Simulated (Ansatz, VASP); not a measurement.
One calculation of Pb, two programs

```
CELL_PARAMETERS angstrom
2.47510 1.42900 1.60834
-2.47510 1.42900 1.60834
0.00000 -2.85800 1.60834
ATOMIC_POSITIONS crystal
Pb 0.00000 0.00000 0.00000
```

Alike in both runs: functional PBE; k mesh 18 × 18 × 18; occupations gaussian, width 0.1 eV; no spin polarisation.

Ansatz relaxed the structure, and its values are those at the end. VASP's run is a single point on that final structure, the one shown.

|  | VASP | Ansatz |
| --- | --- | --- |
| version | VASP 6.6.1 | Ansatz 0.2.0 |
| potentials or method | VASP PAW PBE potentials, release 64 (Pb_d), cutoff 520 eV | scalar-relativistic, plane waves, PAW |
| valence electrons in the cell | 14 | 14 |

Ansatz gave:

* gap on the k mesh at the Fermi level (eV): none
* pressure (GPa): 0.0

Q: What did VASP give for the same quantities?

A: gap on the k mesh at the Fermi level (eV): none; pressure (GPa): -0.1.

A gap of «none» marks a metal or a gap that the smearing closes. The functional is the same, so the differences come from potentials, cutoffs and numerics.

Spin-orbit coupling is off throughout.
